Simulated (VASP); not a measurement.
SnSe2, 3 atoms in the cell. Symmetry: C2/m, No. 12, monoclinic system. Conventional cell: a = 6.579 Å, b = 3.894 Å, c = 6.124 Å, α = 90.00°, β = 90.00°, γ = 90.00°. Sn (site symmetry 2/m) has 6 Se at 2.70 to 2.74 Å within 3.6 Å. Se (site symmetry m) has 3 Sn at 2.70 to 2.74 Å and 12 Se at 3.69 to 3.89 Å within 3.9 Å.  This cell differs from its parent crystal: uniaxial strain along a: +2.0 %.

* Program: VASP 6.6.1
* Task: single point
* Functional: PBEsol
* Potentials or basis: VASP PAW PBE potentials, release 64 (Sn_d, Se)
* Cutoff: 520 eV
* k mesh: 12 × 12 × 6
* Occupations: gaussian, width 0.02 eV
* Spin: no spin polarisation
* Dipole correction: no
* Further INCAR settings: ALGO = Normal; EDIFF = 1e-07; NBANDS = 20

Potentials or basis: VASP PAW PBE potentials, release 64 (Sn_d, Se).

Launch:

```sh
$ cat potpaw_PBE.64/Sn_d/POTCAR potpaw_PBE.64/Se/POTCAR > POTCAR
$ mpirun -np 1 vasp_std > vasp.out
```

Hardware: 1 thread of Intel Xeon 8259CL, on a shared host.

Q: How long does it take, and how much memory?

A: Run time: 8.4 min on 1 thread of Intel Xeon 8259CL, on a shared host, peak memory 0.47 GiB. Counts: scf iterations 14, k points 242.
